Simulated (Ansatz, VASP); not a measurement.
# One calculation of Au, two programs

```
Au
1.0
     0.00000    2.00750    2.00750
     2.00750    0.00000    2.00750
     2.00750    2.00750    0.00000
Au
1
Direct
  0.00000 0.00000 0.00000
```

Alike in both runs: task single point; functional BLYP; dispersion D4; k mesh 11 × 11 × 11; occupations fermi-dirac, width 0.05 eV; no spin polarisation.

```csv
,VASP,Ansatz
version,VASP 6.6.1,Ansatz 0.2.0
potentials or method,"VASP PAW PBE potentials, release 64 (Au)",Ansatz PAW
plane-wave cutoff (eV),520,420
valence electrons in the cell,11,19
```

Ansatz gave:

```
gap on the k mesh at the Fermi level (eV) : none
pressure (GPa)                            : 19.4
```

Estimate VASP's values.

gap on the k mesh at the Fermi level (eV): none; pressure (GPa): 20.5.

VASP's potentials were made for PBE, not for BLYP. A gap of «none» marks a metal or a gap that the smearing closes. VASP's potentials hold 11 valence electrons a cell and Ansatz's 19, so a difference there can come from the potentials and not from the codes.

Neither program's run includes spin-orbit coupling.
